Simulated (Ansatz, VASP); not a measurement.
**Zr4Si3: VASP beside Ansatz**

```
Zr Si
1.0
     6.02314    0.00000    0.00000
    -3.01157    5.21619    0.00000
     0.00000    0.00000    5.26738
Zr Si
4 3
Direct
  0.50000 0.00000 0.50000
  0.00000 0.50000 0.50000
  0.50000 0.50000 0.50000
  0.00000 0.00000 0.50000
  0.50000 0.00000 0.00000
  0.00000 0.50000 0.00000
  0.50000 0.50000 0.00000
```

Alike in both runs: functional PBE; k mesh 4 × 4 × 3; occupations gaussian, width 0.2 eV; no spin polarisation.

Ansatz relaxed the structure, and its values are those at the end. VASP's run is a single point on that final structure, the one shown.

```csv
,VASP,Ansatz
version,VASP 6.6.1,Ansatz 0.2.0
potentials or method,"VASP PAW PBE potentials, release 64 (Zr_sv, Si), cutoff 500 eV","scalar-relativistic, plane waves, PAW"
valence electrons in the cell,60,60
```

|  | VASP | Ansatz | Ansatz less VASP |
| --- | --- | --- | --- |
| gap on the k mesh at the Fermi level (eV) | none | none | - |
| pressure (GPa) | 0.1 | 0.1 | -0.02 |

A gap of «none» marks a metal or a gap that the smearing closes. With one functional, cell and mesh, what is left measures potentials, basis and numerics.

The k mesh is coarse, so the values compare programs but aren't converged.
